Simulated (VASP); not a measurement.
# As (R-3m) in VASP: notebook

As is run at these levels: LDA; tasks: single point.

Program: VASP 6.6.1. These are calculated values, not measurements. Logs are shortened: lines on timing, memory, paths and dates and some standing lists are left out, and cuts for length are marked.

### Step 1. The cell of the first run

The structure is trigonal, space group R-3m (No. 166). The conventional cell has a = 3.809 Å, b = 3.809 Å, c = 10.595 Å, α = 90.00°, β = 90.00°, γ = 120.00°. Within 3.4 Å of As (site symmetry 3m) lie 6 As at 2.55 to 3.14 Å.

### Step 2. Single point, LDA (22.19 Å³/atom)

Contents of INCAR:

```
SYSTEM = As
PREC = Accurate ; ENCUT = 520
EDIFF = 1E-7 ; ISMEAR = -1
SIGMA = 0.05 ; LREAL = .False.
LASPH = .True. ; NELM = 100
ALGO = Normal ; ISIF = 2
LWAVE = .False. ; LCHARG = .False.
NBANDS = 12
```

Contents of KPOINTS:

```
regular mesh
0
Gamma
  13 13 13
  0 0 0
```

Contents of POSCAR:

```
As
1.0
    1.9044858397      1.0995554122      3.5316406550
   -1.9044858397      1.0995554122      3.5316406550
    0.0000000000     -2.1991108244      3.5316406550
As
2
Direct
    0.2275400000      0.2275400000      0.2275400000
    0.7724600000      0.7724600000      0.7724600000
```

Potentials or basis: VASP PAW LDA potentials, release 64 (As).

Launch:

```bash
$ cat potpaw_LDA.64/As/POTCAR > POTCAR
$ mpirun -np 1 vasp_std > vasp.out
```

OUTCAR:

```text
SYSTEM = As
   PREC = Accurate
   ENCUT = 520
   EDIFF = 1E-7
   ISMEAR = -1
   LREAL = .False.
   LASPH = .True.
   NELM = 100
   ISIF = 2

 ion  position               nearest neighbor table
   1  0.228  0.228  0.228-   2 2.55   2 2.55   2 2.55
   2  0.772  0.772  0.772-   1 2.55   1 2.55   1 2.55

  LATTYP: Found a trigonal (rhomboedric) cell.
 ALAT       =     4.1603574527
 COS(alpha) =     0.5808936906

  Lattice vectors:

 A1 = (   1.9044858397,   1.0995554122,   3.5316406550)
 A2 = (  -1.9044858397,   1.0995554122,   3.5316406550)
 A3 = (   0.0000000000,  -2.1991108244,   3.5316406550)

Analysis of symmetry for initial positions (statically):
=====================================================================
 Subroutine PRICEL returns:
 Original cell was already a primitive cell.

 Routine SETGRP: Setting up the symmetry group for a
 trigonal (rhombohedral) supercell.

 Subroutine GETGRP returns: Found 12 space group operations
 (whereof 12 operations were pure point group operations)
 out of a pool of 12 trial point group operations.

The static configuration has the point symmetry D_3d.

Analysis of symmetry for dynamics (positions and initial velocities):
=====================================================================
 Subroutine PRICEL returns:
 Original cell was already a primitive cell.

 Routine SETGRP: Setting up the symmetry group for a
 trigonal (rhombohedral) supercell.

 Subroutine GETGRP returns: Found 12 space group operations
 (whereof 12 operations were pure point group operations)
 out of a pool of 12 trial point group operations.

The dynamic configuration has the point symmetry D_3d.

 Subroutine INISYM returns: Found 12 space group operations
 (whereof 12 operations are pure point group operations),
 and found     1 'primitive' translations

----------------------------------------------------------------------------------------

                                     Primitive cell

  volume of cell :      44.3734

  direct lattice vectors                    reciprocal lattice vectors
     1.904485840  1.099555412  3.531640655     0.262538051  0.151576414  0.094384839
    -1.904485840  1.099555412  3.531640655    -0.262538051  0.151576414  0.094384839
     0.000000000 -2.199110824  3.531640655     0.000000000 -0.303152829  0.094384839

  length of vectors
     4.160357453  4.160357453  4.160357453     0.317506118  0.317506118  0.317506118

  position of ions in fractional coordinates (direct lattice)
     0.227540000  0.227540000  0.227540000
     0.772460000  0.772460000  0.772460000

  ion indices of the primitive-cell ions
   primitive index   ion index
                 1           1
                 2           2

----------------------------------------------------------------------------------------

 KPOINTS: regular mesh

Automatic generation of k-mesh.
 Grid dimensions read from file:
 generate k-points for:   13   13   13

 Generating k-lattice:

  Cartesian coordinates                     Fractional coordinates (reciprocal lattice)
     0.020195235  0.011659724  0.007260372     0.076923077 -0.000000000  0.000000000
    -0.020195235  0.011659724  0.007260372    -0.000000000  0.076923077  0.000000000
     0.000000000 -0.023319448  0.007260372     0.000000000  0.000000000  0.076923077

  Length of vectors
     0.024423548  0.024423548  0.024423548

  Shift w.r.t. Gamma in fractional coordinates (k-lattice)
     0.000000000  0.000000000  0.000000000

 Subroutine IBZKPT returns following result:
 ===========================================

 Found    231 irreducible k-points:

 Following reciprocal coordinates:
            Coordinates               Weight
  0.000000  0.000000  0.000000      1.000000
  0.076923  0.000000 -0.000000      6.000000
  0.153846  0.000000 -0.000000      6.000000
  0.230769  0.000000 -0.000000      6.000000
  0.307692  0.000000 -0.000000      6.000000
  0.384615 -0.000000  0.000000      6.000000
[... 16 lines left out ...]
  0.384615  0.153846  0.000000     12.000000
  0.461538  0.153846 -0.000000     12.000000
 [... further k-points ...]
   k-points           NKPTS =    231   k-points in BZ     NKDIM =    231   number of bands    NBANDS=     12
   number of dos      NEDOS =    301   number of ions     NIONS =      2
   total plane-waves  NPLWV =  32768
   dimension x,y,z NGX =    32 NGY =   32 NGZ =   32
   dimension x,y,z NGXF=    64 NGYF=   64 NGZF=   64
   ions per type =               2
   NGX,Y,Z   is equivalent  to a cutoff of  12.79, 12.79, 12.79 a.u.
   NGXF,Y,Z  is equivalent  to a cutoff of  25.57, 25.57, 25.57 a.u.
 SYSTEM =  As
   PREC   = accura    normal or accurate (medium, high low for compatibility)
   ISTART =      0    job   : 0-new  1-cont  2-samecut
   ICHARG =      2    charge: 1-file 2-atom 10-const
   ISPIN  =      1    spin polarized calculation?
   LNONCOLLINEAR =      F non collinear calculations
   LSORBIT =      F    spin-orbit coupling
   LASPH  =      T    aspherical Exc in radial PAW
   ENCUT  =  520.0 eV  38.22 Ry    6.18 a.u.   7.74  7.74  7.74*2*pi/ulx,y,z
   NELM   =    100;   NELMIN=  2; NELMDL= -5     # of ELM steps
   EDIFF  = 0.1E-06   stopping-criterion for ELM
   LREAL  =      F    real-space projection
   EDIFFG = 0.1E-05   stopping-criterion for IOM
   NSW    =      0    number of steps for IOM
   IBRION =     -1    ionic relax: 0-MD 1-quasi-New 2-CG
   NFREE  =      0    steps in history (QN), initial steepest desc. (CG)
   ISIF   =      2    stress and relaxation
   ISYM   =      2    0-nonsym 1-usesym 2-fastsym
   POTIM  = 0.5000    time-step for ionic-motion
   TEBEG  =    0.0;   TEEND  =   0.0 temperature during run
   PSTRESS=    0.0 pullay stress
   NELECT =      10.0000    total number of electrons
   NUPDOWN=      -1.0000    fix difference up-down
   EMIN   =  10.00;   EMAX   =-10.00  energy-range for DOS
   EFERMI =   0.00;   METHOD = LEGACY
   ISMEAR =    -1;   SIGMA  =   0.05  broadening in eV -4-tet -1-fermi 0-gaus
   EFERMI_NEDOS =   21; number of points for ismear=-14 and -15
   IALGO  =     38    algorithm
   IMIX   =      4    mixing-type and parameters
     AMIX     =   0.40;   BMIX     =  1.00
     AMIX_MAG =   1.60;   BMIX_MAG =  1.00
  volume/ion in A,a.u.               =      22.19       149.72
  Fermi-wavevector in a.u.,A,eV,Ry     =   0.996248  1.882635 13.503909  0.992509
  Thomas-Fermi vector in A             =   2.128323
   LORBIT       =      0    0 simple, 1 ext, 2 COOP (PROOUT), +10 PAW based schemes
   GGA     = CA    functional components
   LHFCALC =     F    Hartree Fock is set to
   AEXX    =    0.0000 exact exchange contribution
   IVDW    =     0    specifies the selected vdW correction
   LEPSILON=     F    determine dielectric tensor
   LRPA    =     F    only Hartree local field effects (RPA)
 non-spin polarized calculation
  energy-cutoff  :      520.00
  volume of cell :       44.37
 maximum number of plane-waves:      1212
   NGX = 15   NGY = 15   NGZ = 15

 number of electron      10.0000000 magnetization

 number of electron       9.9999999 magnetization

 Free energy of the ion-electron system (eV)
  ---------------------------------------------------
  ext. energy  EPLUGINS =         0.00000000
  ---------------------------------------------------
  free energy    TOTEN  =       -10.74054776 eV

  energy without entropy =      -10.73958157  energy(sigma->0) =      -10.74006467

 E-fermi :   5.1187     XC(G=0): -10.0395

 val. band max:        5.0721308343   @ k =   0.4615   0.0769   0.0769
 cond. band min:       5.1816655353   @ k =   0.3846   0.1538   0.1538
 fundamental gap:      0.1095347010
 Fermi energy:         5.1187061502

 k-point     1 :       0.0000    0.0000    0.0000
  band No.  band energies     occupation
      1      -9.6468      2.00000
      2      -0.9330      2.00000
      3       2.6914      2.00000
      4       3.1785      2.00000
      5       3.1785      2.00000
      6       6.8224      0.00000
      7       7.9590      0.00000
      8       7.9590      0.00000
      9      11.9052      0.00000
     10      11.9052      0.00000
     11      12.2409      0.00000
     12      13.8070      0.00000

 k-point     2 :       0.0769    0.0000   -0.0000
  band No.  band energies     occupation
      1      -9.5703      2.00000
      2      -1.1864      2.00000
      3       2.7313      2.00000
      4       3.1249      2.00000
      5       3.1280      2.00000
      6       6.9570      0.00000
      7       7.7746      0.00000
      8       7.8854      0.00000
      9      11.3658      0.00000
     10      11.8239      0.00000
     11      11.8498      0.00000
     12      14.2582      0.00000

 k-point     3 :       0.1538    0.0000   -0.0000
  band No.  band energies     occupation
      1      -9.3418      2.00000
      2      -1.8616      2.00000
      3       2.6542      2.00000
      4       2.9870      2.00000
      5       3.2375      2.00000
      6       6.9257      0.00000
      7       7.4693      0.00000
      8       7.6385      0.00000
      9      10.8274      0.00000
     10      11.5282      0.00000
     11      11.9717      0.00000
     12      15.3310      0.00000
[... 286 lines left out ...]
 k-point    23 :       0.3846    0.1538    0.0000
  band No.  band energies     occupation
      1      -8.0901      2.00000
      2      -4.1088      2.00000
      3       1.3252      2.00000
      4       1.7367      2.00000
      5       3.4485      2.00000
      6       6.7748      0.00000
      7       7.4621      0.00000
      8       7.8793      0.00000
      9      10.5962      0.00000
     10      13.9260      0.00000
     11      15.3739      0.00000
     12      16.3418      0.00000

 k-point    24 :       0.4615    0.1538   -0.0000
  band No.  band energies     occupation
      1      -7.4534      2.00000
      2      -5.0175      2.00000
      3       1.0976      2.00000
      4       1.7879      2.00000
      5       3.3165      2.00000
      6       6.6756      0.00000
      7       6.8868      0.00000
      8       7.9343      0.00000
      9      11.6887      0.00000
     10      14.7098      0.00000
     11      15.1572      0.00000
     12      16.8917      0.00000

 [... further k-points ...]

------------------------ aborting loop because EDIFF is reached ----------------------------------------

  FORCE on cell =-STRESS in cart. coord.  units (eV):
  Direction    XX          YY          ZZ          XY          YZ          ZX
  --------------------------------------------------------------------------------------
  -------------------------------------------------------------------------------------
  Total       -1.0743839     -1.0743839     -1.0983655      0.0000000     -0.0000000      0.0000000
  in kB      -38.7924699    -38.7924699    -39.6583686      0.0000000     -0.0000000      0.0000000
  external PRESSURE =     -39.0811028 kB  Pullay stress =       0.0000000 kB

 VOLUME and BASIS-vectors are now :
 -----------------------------------------------------------------------------
  energy-cutoff  :      520.00
  volume of cell :       44.37
      direct lattice vectors                 reciprocal lattice vectors
     1.904485840  1.099555412  3.531640655     0.262538051  0.151576414  0.094384839
    -1.904485840  1.099555412  3.531640655    -0.262538051  0.151576414  0.094384839
     0.000000000 -2.199110824  3.531640655     0.000000000 -0.303152829  0.094384839

 POSITION                                       TOTAL-FORCE (eV/Angst)
 -----------------------------------------------------------------------------------
      0.00000      0.00000      2.41077         0.000000      0.000000     -0.110183
      0.00000      0.00000      8.18415         0.000000     -0.000000      0.110183
 -----------------------------------------------------------------------------------
    total drift:                               -0.000000      0.000000     -0.000000

  FREE ENERGIE OF THE ION-ELECTRON SYSTEM (eV)
  ---------------------------------------------------
  free  energy   TOTEN  =       -10.7405477615 eV

  energy  without entropy=      -10.7395815697  energy(sigma->0) =      -10.74006467
```

It took 38 s on 1 thread of AMD EPYC 9R45 (Zen 5), shared host; peak memory 0.2 GiB.

What came out:

```
Free energy            : -10.7405 eV
Pressure               : -3.9 GPa
Largest force          : 0.110 eV/Å
Band gap on the k mesh : zero (bands 5 and 6 overlap by 0.33 eV)
```

Forces in eV/Å, atoms in the order of the input:
```
As   0.000  0.000 -0.110
As   0.000  0.000  0.110
```

Caveat: the cell stands under tension.

### Step 3. Single point, LDA (equal xx and yy strain of +2 %)

Contents of INCAR:

```
PREC = Accurate
ENCUT = 520
EDIFF = 1E-7
ISMEAR = -1
SIGMA = 0.05
LREAL = F
LASPH = T
NELM = 100
ALGO = Normal
ISIF = 2
LWAVE = F
LCHARG = F
NBANDS = 12
```

Contents of KPOINTS:

```
regular mesh
0
Gamma
  13 13 13
```

Contents of POSCAR:

```
As
1.0
    1.9173444466      1.1069793324      3.4857700000
   -1.9173444466      1.1069793324      3.4857700000
    0.0000000000     -2.2139586648      3.4857700000
As
2
Direct
    0.2275400000      0.2275400000      0.2275400000
    0.7724600000      0.7724600000      0.7724600000
```

Potentials or basis: VASP PAW LDA potentials, release 64 (As).

Launch:

```bash
$ cat potpaw_LDA.64/As/POTCAR > POTCAR
$ mpirun -np 1 vasp_std > vasp.out
```

Wall time 39 s (1 thread of AMD EPYC 9R45 (Zen 5), shared host); peak memory 0.2 GiB.

Results (log left out):

| Quantity | Value |
| --- | --- |
| Free energy | -10.7384 eV |
| Pressure | -4.2 GPa |
| Largest force | 0.046 eV/Å |
| Band gap on the k mesh | zero (bands 5 and 6 overlap by 0.22 eV) |

Forces in eV/Å, atoms in the order of the input:
```
As   0.000  0.000 -0.046
As   0.000  0.000  0.046
```

Stress tensor (GPa, compression positive):
```
-4.59  0.00  0.00
 0.00 -4.59  0.00
 0.00  0.00 -3.54
```

Levels at points of the mesh, in eV from the Fermi level:
```csv
k point,band 3,band 4,band 5,band 6,band 7,band 8
"(0.00, 0.00, 0.00)",-2.23,-1.97,-1.97,1.75,2.89,2.89
```

Caveat: the cell differs from its parent crystal (equal xx and yy strain of +2 %); the cell stands under tension.

(Part 1 of 2 ends here.)

The gap in the log of VASP goes by the Fermi energy; the results here count the filled bands.